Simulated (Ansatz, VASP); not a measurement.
# Sn in VASP and in Ansatz

```
CELL_PARAMETERS angstrom
-2.91585 2.91585 1.59065
2.91585 -2.91585 1.59065
2.91585 2.91585 -1.59065
ATOMIC_POSITIONS crystal
Sn 0.01572 0.01572 0.00000
Sn 0.75000 0.25000 0.50000
```

Alike in both runs: task single point; functional PBE; k mesh 15 × 15 × 15; occupations fermi-dirac, width 0.05 eV; no spin polarisation.

|  | VASP | Ansatz |
| --- | --- | --- |
| version | VASP 6.6.1 | Ansatz 0.2.0 |
| potentials or method | VASP PAW PBE potentials, release 64 (Sn_d), cutoff 520 eV | all-electron LAPW, scalar-relativistic |

```tsv
	VASP	Ansatz	Ansatz less VASP
pressure (GPa)	2.6	2.7	+0.06
traceless stress, the component that is largest in VASP (GPa)	0.80	0.80	+0.007
rms of the force components (eV/Å)	0.015	0.015	0.0000
```

Atom by atom the forces differ by 0.000 eV/Å (rms over components). Ansatz ran all-electron here, and VASP with PAW potentials.
